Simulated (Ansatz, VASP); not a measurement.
**Two plane-wave programs on In2Sb**

```
CELL_PARAMETERS angstrom
5.37990 0.00000 0.00000
-2.68995 4.65913 0.00000
0.00000 0.00000 6.72255
ATOMIC_POSITIONS crystal
In 0.66667 0.33333 0.25000
In 0.33333 0.66667 0.75000
In 0.00000 0.00000 0.50000
In 0.00000 0.00000 0.00000
Sb 0.66667 0.33333 0.75000
Sb 0.33333 0.66667 0.25000
```

Alike in both runs: task single point; functional PBEsol; k mesh 1 × 1 × 1; occupations gaussian, width 0.1 eV; no spin polarisation.

|  | VASP | Ansatz |
| --- | --- | --- |
| version | VASP 6.6.1 | Ansatz 0.2.0 |
| potentials or method | VASP PAW PBE potentials, release 64 (In_d, Sb), cutoff 520 eV | scalar-relativistic, plane waves, PAW |
| valence electrons in the cell | 62 | 82 |

VASP gave:

* gap on the k mesh at the Fermi level (eV): 0.09
* least direct gap on the mesh (eV): 0.09
* pressure (GPa): 8.7
* traceless stress, the component that is largest in VASP (GPa): -29.17

Problem. Which values does Ansatz return?

Solution. gap on the k mesh at the Fermi level (eV): 0.09; least direct gap on the mesh (eV): 0.09; pressure (GPa): 8.7; traceless stress, the component that is largest in VASP (GPa): -29.06.

VASP's potentials were made for PBE, not for PBEsol. VASP's potentials hold 62 valence electrons a cell and Ansatz's 82, so a difference there can come from the potentials and not from the codes.

The k mesh is coarse, so the values compare programs but aren't converged. Neither program's run includes spin-orbit coupling.
